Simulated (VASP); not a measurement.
Set up this calculation in VASP 6.6.1, as the native input.

- Task: single point
- Functional: revPBE
- Dispersion: D3(BJ)
- Potentials or basis: VASP PAW PBE potentials, release 64 (Si, C)
- Cutoff: 520 eV
- k mesh: 10 × 10 × 10
- Occupations: gaussian, width 0.05 eV
- Spin: no spin polarisation
- Dipole correction: no
- Further INCAR settings: ALGO = Normal; EDIFF = 1e-06; NBANDS = 11

The structure of SiC lies in POSCAR:

```
SiC
1.0
    0.0000000000      2.1667290560      2.1667290560
    2.1667290560      0.0000000000      2.1667290560
    2.1667290560      2.1667290560      0.0000000000
Si C
1 1
Direct
    0.0000000000      0.0000000000      0.0000000000
    0.7500000000      0.7500000000      0.7500000000
```

The input as run:

INCAR

```
PREC     = Accurate       # precision mode
ENCUT    = 520            # plane-wave cutoff, eV
EDIFF    = 1E-6           # SCF threshold, eV
ISMEAR   = 0              # smearing method
SIGMA    = 0.05           # smearing width, eV
LREAL    = False          # projectors in reciprocal space
LASPH    = True           # aspherical terms in the spheres
NELM     = 100            # most SCF steps
ALGO     = Normal         # electronic algorithm
ISIF     = 2              # what is computed and relaxed
LWAVE    = False          # write WAVECAR
LCHARG   = False          # write CHGCAR
GGA      = RE             # functional
IVDW     = 12             # dispersion correction
NBANDS   = 11             # bands
```

KPOINTS

```
Automatic mesh
0
Gamma
  10 10 10
```

Potentials or basis: VASP PAW PBE potentials, release 64 (Si, C).

Launch:

```console
$ cat potpaw_PBE.64/Si/POTCAR potpaw_PBE.64/C/POTCAR > POTCAR
$ mpirun -np 1 vasp_std > vasp.out
```

Results of the run:

| Item | Value |
| --- | --- |
| Pressure | -0.4 GPa |
| Band gap on the k mesh | 1.34 eV, indirect (least direct gap 4.55 eV) |
| Dispersion energy per atom | -0.610 eV |

Caveat: the PAW data sets were made with another functional, which shifts forces and pressure a little.

It used 11 s of CPU time on 1 thread of AMD EPYC 7R13 Processor (Zen 3), with other jobs on the host.
